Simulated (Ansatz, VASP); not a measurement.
Al4As: VASP beside Ansatz

```
CELL_PARAMETERS angstrom
-2.99163 2.99163 2.99163
2.99163 -2.99163 2.99163
2.99163 2.99163 -2.99163
ATOMIC_POSITIONS crystal
Al 0.50000 0.50000 0.50000
Al 0.50000 0.00000 0.00000
Al 0.00000 0.00000 0.50000
Al 0.00000 0.50000 0.00000
As 0.00000 0.00000 0.00000
```

Change from the starting cell: species swapped into the Hg4Pt type (Im-3m, No. 229).

Alike in both runs: functional PBE; k mesh 4 × 4 × 4; occupations gaussian, width 0.1 eV; no spin polarisation.

Ansatz relaxed the structure, and its values are those at the end. VASP's run is a single point on that final structure, the one shown.

|  | VASP | Ansatz |
| --- | --- | --- |
| version | VASP 6.6.1 | Ansatz 0.2.0 |
| potentials or method | VASP PAW PBE potentials, release 64 (Al, As), cutoff 520 eV | scalar-relativistic, plane waves, PAW |
| valence electrons in the cell | 17 | 27 |

```csv
,VASP,Ansatz,Ansatz less VASP
gap on the k mesh at the Fermi level (eV),none,none,-
pressure (GPa),0.4,0.3,-0.10
```

A gap of «none» marks a metal or a gap that the smearing closes. The functional is the same, so the differences come from potentials, cutoffs and numerics. VASP's potentials hold 17 valence electrons a cell and Ansatz's 27, so a difference there can come from the potentials and not from the codes.

The k mesh is coarse, so the values compare programs but aren't converged.
